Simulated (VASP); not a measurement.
LiTi12O24 (a cell with a defect), 37 atoms in the cell. The cell holds a defect, 37 atoms: a = 6.567 Å, b = 6.567 Å, c = 8.892 Å, α = 90.00°, β = 90.00°, γ = 90.00°. 

```yaml
Program: VASP 6.6.1
Task: single point
Functional: PBE
Potentials_or_basis: VASP PAW PBE potentials, release 64 (Ti_sv, O, Li_sv)
Cutoff: 520 eV
k_mesh: 2 × 2 × 2, shifted
Occupations: gaussian, width 0.02 eV
Spin: no spin polarisation
Dipole_correction: no
Charge: 1
Further_INCAR_settings: LREAL = Auto; ALGO = Normal; EDIFF = 1e-06; NBANDS = 170; NELECT = 290.0
```

Potentials or basis: VASP PAW PBE potentials, release 64 (Ti_sv, O, Li_sv).

The run is started by

```bash
$ cat potpaw_PBE.64/Ti_sv/POTCAR potpaw_PBE.64/O/POTCAR potpaw_PBE.64/Li_sv/POTCAR > POTCAR
$ mpirun -np 1 vasp_std > vasp.out
```

Hardware: 1 thread of Oxide Virtual Turin-like Processor (shared host).

Q: How long does it take, and how much memory?

A: It took 17 min on 1 thread of Oxide Virtual Turin-like Processor (shared host), peak memory 0.48 GiB. Counts: scf iterations 19, k points 4.
